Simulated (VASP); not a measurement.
A run of VASP 6.6.1 is set up as follows.

The input INCAR:

```
PREC = Accurate
ENCUT = 450
EDIFF = 1E-7
ISMEAR = -1
SIGMA = 0.05
LREAL = Auto
LASPH = T
NELM = 120
ALGO = Normal
ISIF = 2
LWAVE = F
LCHARG = F
GGA = PS
IBRION = 2
NSW = 100
EDIFFG = -0.03
NELECT = 256.0
ISYM = -1
GGA_COMPAT = F
NELMIN = 4
KPAR = 1
```

Contents of KPOINTS:

```
explicit points
1
Reciprocal
  0.25000000   0.25000000   0.25000000 1
```

Contents of POSCAR:

```
Si63Se
1.0
   10.8655790000      0.0000000000      0.0000000000
    0.0000000000     10.8655790000      0.0000000000
    0.0000000000      0.0000000000     10.8655790000
Si Se
63 1
Direct
    0.9995630000      0.0025730000      0.9985230000
    0.9982420000      0.0000720000      0.4966430000
    0.9982460000      0.5017640000      0.0008760000
    0.0034890000      0.5019730000      0.4984570000
    0.4980380000      0.0002470000      0.0002410000
    0.5003230000      0.0022360000      0.4997940000
    0.4991910000      0.5011440000      0.9992880000
    0.1284270000      0.1247100000      0.1272250000
    0.1272180000      0.1259390000      0.6264420000
    0.1246650000      0.6244400000      0.1261840000
    0.1244430000      0.6265980000      0.6237690000
    0.6246040000      0.1251670000      0.1257430000
    0.6247230000      0.1227380000      0.6247660000
    0.6252840000      0.6249960000      0.1273400000
    0.6228890000      0.6215320000      0.6240630000
    0.2496530000      0.2513240000      0.9966810000
    0.2501700000      0.2500480000      0.4996380000
    0.2521340000      0.7475900000      0.9998650000
    0.2500420000      0.7515120000      0.4997670000
    0.7543430000      0.2476040000      0.0006400000
    0.7491160000      0.2521010000      0.5006960000
    0.7480810000      0.7510680000      0.0014930000
    0.7522520000      0.7500680000      0.5030210000
    0.3697370000      0.3746420000      0.1276100000
    0.3748530000      0.3762250000      0.6229930000
    0.3749010000      0.8745530000      0.1272870000
    0.3744560000      0.8743840000      0.6223150000
    0.8734910000      0.3766130000      0.1240810000
    0.8730540000      0.3753030000      0.6252350000
    0.8728390000      0.8751200000      0.1241980000
    0.8755000000      0.8735840000      0.6262040000
    0.2501140000      0.0009240000      0.2509090000
    0.2470080000      0.0011760000      0.7494000000
    0.2495530000      0.5009290000      0.2527260000
    0.2474310000      0.4998790000      0.7478140000
    0.7491000000      0.0045340000      0.2492900000
    0.7465620000      0.9999780000      0.7467990000
    0.7515760000      0.5014740000      0.2512770000
    0.7491440000      0.5033320000      0.7481320000
    0.3756510000      0.1251900000      0.3743610000
    0.3742160000      0.1235100000      0.8752250000
    0.3757110000      0.6279690000      0.3749630000
    0.3752220000      0.6238070000      0.8771820000
    0.8781930000      0.1247120000      0.3759040000
    0.8739730000      0.1254420000      0.8771140000
    0.8751220000      0.6235990000      0.3744550000
    0.8767700000      0.6241840000      0.8735380000
    0.0026910000      0.2532090000      0.2489130000
    0.9978140000      0.2474820000      0.7481980000
    0.9994990000      0.7539410000      0.2512230000
    0.0005280000      0.7542050000      0.7508790000
    0.4988220000      0.2505360000      0.2527170000
    0.5008220000      0.2514890000      0.7489620000
    0.4998090000      0.7521800000      0.2498420000
    0.4951400000      0.7499140000      0.7473390000
    0.1228290000      0.3764930000      0.3683730000
    0.1243520000      0.3727860000      0.8753330000
    0.1219010000      0.8706630000      0.3732880000
    0.1234830000      0.8758640000      0.8740520000
    0.6241470000      0.3756410000      0.3723830000
    0.6261230000      0.3744550000      0.8771140000
    0.6245620000      0.8713520000      0.3748540000
    0.6228070000      0.8751680000      0.8722110000
    0.4993890000      0.5044900000      0.4993650000
```

Potentials or basis: VASP PAW PBE potentials, release 64 (Si, Se).

The run is started by

```console
$ cat potpaw_PBE.64/Si/POTCAR potpaw_PBE.64/Se/POTCAR > POTCAR
$ mpirun -np 4 vasp_std > vasp.out
```

**Question.** What does it give for the energy gained by relaxing?

**Answer.** 17.8 meV/atom.

Step by step:
```csv
step,energy change (eV),largest force (eV/Å),pressure (GPa)
1,0.0000,2.1988,-1.93
2,-0.9309,0.6582,-2.02
3,-0.9334,0.6137,-2.01
4,-1.0681,0.2672,-2.01
5,-1.0908,0.2487,-2.00
6,-1.1227,0.0913,-1.99
7,-1.1254,0.1191,-1.98
8,-1.1339,0.0593,-1.98
9,-1.1343,0.0529,-1.98
10,-1.1368,0.0356,-1.98
11,-1.1373,0.0536,-1.98
12,-1.1393,0.0337,-1.98
13,-1.1399,0.0423,-1.98
14,-1.1409,0.0219,-1.98
```

Caveat: the cell carries a net charge on a neutralising background, which shifts energy and pressure; the cell is charged against a uniform background, so pressure and absolute levels hang on convention; the PAW data sets were made with another functional, which shifts forces and pressure a little.
